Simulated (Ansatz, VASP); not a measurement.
**As: VASP beside Ansatz**

File INCAR:

```
SYSTEM = As
PREC     = Accurate       ! precision mode
ENCUT    = 520            ! plane-wave cutoff, eV
EDIFF    = 1E-6           ! SCF threshold, eV
ISMEAR   = -1             ! smearing method
SIGMA    = 0.05           ! smearing width, eV
LREAL    = .False.        ! projectors in reciprocal space
LASPH    = .True.         ! aspherical terms in the spheres
NELM     = 100            ! most SCF steps
ALGO     = Normal         ! electronic algorithm
ISIF     = 2              ! what is computed and relaxed
LWAVE    = .False.        ! write WAVECAR
LCHARG   = .True.         ! write CHGCAR
GGA      = PE             ! functional
LELF     = .True.         ! ELF
LVHAR    = .True.       
NBANDS   = 18             ! bands
```

KPOINTS

```
Automatic mesh
0
Gamma
  8 8 6
  0 0 0
```

File POSCAR:

```
As
1.0
    1.8250000000     -5.5000000000      0.0000000000
    1.8250000000      5.5000000000      0.0000000000
    0.0000000000      0.0000000000      4.4700000000
As
4
Direct
    0.3753660000      0.6033550000      0.5586570000
    0.8865400000      0.1052810000      0.9396570000
    0.6182930000      0.3925030000      0.4395750000
    0.1142740000      0.8924760000      0.0569400000
```

File input.yaml:

```yaml
crystal:
  lattice:
    - [1.825, -5.5, 0.0]
    - [1.825, 5.5, 0.0]
    - [0.0, 0.0, 4.47]
  atoms:
    - { symbol: As, position: [0.375366, 0.603355, 0.558657] }
    - { symbol: As, position: [0.88654, 0.105281, 0.939657] }
    - { symbol: As, position: [0.618293, 0.392503, 0.439575] }
    - { symbol: As, position: [0.114274, 0.892476, 0.05694] }
hamiltonian:
  xc: pbe
  pseudopotentials: { kind: paw }
kpoints:
  mp_grid: { grid: [8, 8, 6] }
scf:
  occupations: { method: fermi_dirac, width: 0.05 }
output:
  forces: true
  stress: true
  eigenvalues: true
```

Change from the starting cell: atoms moved at random, drawn with an rms of 0.05 Å.

Alike in both runs: task single point; functional PBE; k mesh 8 × 8 × 6; occupations fermi-dirac, width 0.05 eV; no spin polarisation.

|  | VASP | Ansatz |
| --- | --- | --- |
| version | VASP 6.6.1 | Ansatz 0.2.0 |
| potentials or method | VASP PAW PBE potentials, release 64 (As) | Ansatz PAW |
| plane-wave cutoff (eV) | 520 | 420 |
| valence electrons in the cell | 20 | 60 |

```csv
,VASP,Ansatz,Ansatz less VASP
gap on the k mesh at the Fermi level (eV),none,none,-
pressure (GPa),2.4,2.1,-0.29
"traceless stress, the component that is largest in VASP (GPa)",1.40,1.42,+0.018
rms of the force components (eV/Å),0.165,0.175,+0.0100
```

Atom by atom the forces differ by 0.035 eV/Å (rms over components). A gap of «none» marks a metal or a gap that the smearing closes. VASP's potentials hold 20 valence electrons a cell and Ansatz's 60, so a difference there can come from the potentials and not from the codes.
